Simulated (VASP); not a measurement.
BAs:

```
B As
1.0
     3.23587    0.00000    0.00000
     0.00000    3.23587    0.00000
     0.00000    0.00000    3.23587
B As
1 1
Direct
  0.00000 0.00000 0.00000
  0.50000 0.50000 0.50000
```

Base run:

| Property | Result |
| --- | --- |
| Program | VASP 6.6.1 |
| Functional | PBE |
| Potentials or basis | VASP PAW PBE potentials, release 64 (B, As) |
| Cutoff | 520 eV |
| k mesh | 6 × 6 × 6 |
| Occupations | fermi-dirac, width 0.05 eV |
| Spin | no spin polarisation |

Its results: band gap on the k mesh zero (band 4 reaches 6.40 eV, above the bottom of band 5 at 1.98 eV); pressure -16.4 GPa.

Question: The run is repeated on the same cell with these changes: k mesh from 6 × 6 × 6 to 8 × 8 × 8. What comes out?

Answer: Band gap on the k mesh zero (band 4 reaches 6.42 eV, above the bottom of band 5 at 2.00 eV); pressure -14.8 GPa.
